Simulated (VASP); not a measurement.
Set up this calculation in VASP 6.6.1, as the native input.

- Task: relaxation of cell and atoms
- Functional: PBE
- Potentials or basis: VASP PAW PBE potentials, release 64 (W_sv)
- Cutoff: 600 eV
- k mesh: 18 × 18 × 18
- Occupations: gaussian, width 0.1 eV
- Spin: no spin polarisation
- Dipole correction: no
- Further INCAR settings: ALGO = Normal; EDIFF = 1e-06; IBRION = 2; EDIFFG = -0.01; NSW = 80; ISIF = 3

The structure of W lies in POSCAR:

```
W
1.0
   -1.5929348897      1.5929348897      1.5929348897
    1.5929348897     -1.5929348897      1.5929348897
    1.5929348897      1.5929348897     -1.5929348897
W
1
Direct
    0.0000000000      0.0000000000      0.0000000000
```

The input as run:

INCAR

```
  PREC = Accurate
  ENCUT = 600
  EDIFF = 1E-6
  ISMEAR = 0
  SIGMA = 0.1
  LREAL = F
  LASPH = T
  NELM = 80
  ALGO = Normal
  ISIF = 3
  LWAVE = F
  LCHARG = F
  GGA = PE
  IBRION = 2
  NSW = 80
  EDIFFG = -0.01
```

KPOINTS

```
Automatic mesh
0
Gamma
  18 18 18
```

Potentials or basis: VASP PAW PBE potentials, release 64 (W_sv).

Command:

```console
$ cat potpaw_PBE.64/W_sv/POTCAR > POTCAR
$ mpirun -np 1 vasp_std > vasp.out
```

Results of the run:

```json
{
 "Relaxed volume": "16.16 Å³/atom",
 "Relaxed cell": "a = 2.759 Å, b = 2.759 Å, c = 2.759 Å, α = 109.47°, β = 109.47°, γ = 109.47°",
 "Space group after relaxing (to 0.05 Å)": "Im-3m (No. 229)",
 "Energy gained by relaxing": "0.0 meV/atom",
 "Ionic steps": "3",
 "Pressure after relaxing": "0.0 GPa",
 "Band gap on the k mesh": "zero (band 7 reaches 16.20 eV, above the bottom of band 8 at 9.97 eV)"
}
```

Caveat: spin-orbit coupling is left out, which moves the levels of the heavy elements.

Wall time 19 s on 1 thread of Intel(R) Xeon(R) 6975P-C (Granite Rapids) (shared host), peak memory 0.17 GiB.
